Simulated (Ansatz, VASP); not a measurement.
**One calculation of InP, two programs**

File INCAR:

```
PREC = Accurate ; ENCUT = 520
EDIFF = 1E-6 ; ISMEAR = -1
SIGMA = 0.03 ; LREAL = False
LASPH = True ; NELM = 80
ALGO = Normal ; ISIF = 2
LWAVE = False ; LCHARG = False
GGA = PE ; NBANDS = 16
```

KPOINTS

```
Automatic mesh
0
Gamma
  11 11 11
```

File POSCAR:

```
InP
1.0
    0.0000000000      2.8644851195      2.8644851195
    2.8644851195      0.0000000000      2.8644851195
    2.8644851195      2.8644851195      0.0000000000
In P
1 1
Direct
    0.0000000000      0.0000000000      0.0000000000
    0.5000000000      0.5000000000      0.5000000000
```

Input for Ansatz:

```yaml
crystal:
  lattice:
    - [0.0, 2.8644851195, 2.8644851195]
    - [2.8644851195, 0.0, 2.8644851195]
    - [2.8644851195, 2.8644851195, 0.0]
  atoms:
    - { symbol: In, position: [0.0, 0.0, 0.0] }
    - { symbol: P, position: [0.5, 0.5, 0.5] }
kpoints:
  mp_grid: { grid: [11, 11, 11] }
  band_path:
    path:
      - [0.0, 0.0, 0.0]
      - [0.5, 0.0, 0.5]
      - [0.625, 0.25, 0.625]
      - [0.375, 0.375, 0.75]
      - [0.0, 0.0, 0.0]
      - [0.5, 0.5, 0.5]
      - [0.5, 0.25, 0.75]
      - [0.5, 0.0, 0.5]
    npoints: 5
scf:
  occupations: { method: fermi_dirac, width: 0.03 }
hamiltonian:
  xc: pbe
  pseudopotentials: { kind: all_electron, lapw: { basis_error: 0.00025 } }
output:
  forces: true
  stress: true
  eigenvalues: true
```

Change from the starting cell: volume scaled by 1.01.

Alike in both runs: task single point; functional PBE; k mesh 11 × 11 × 11; occupations fermi-dirac, width 0.03 eV; no spin polarisation.

|  | VASP | Ansatz |
| --- | --- | --- |
| version | VASP 6.6.1 | Ansatz 0.2.0 |
| potentials or method | VASP PAW PBE potentials, release 64 (In_d, P), cutoff 520 eV | all-electron LAPW, scalar-relativistic |

```csv
,VASP,Ansatz,Ansatz less VASP
pressure (GPa),-5.8,-5.8,+0.04
```

Ansatz ran all-electron here, and VASP with PAW potentials.
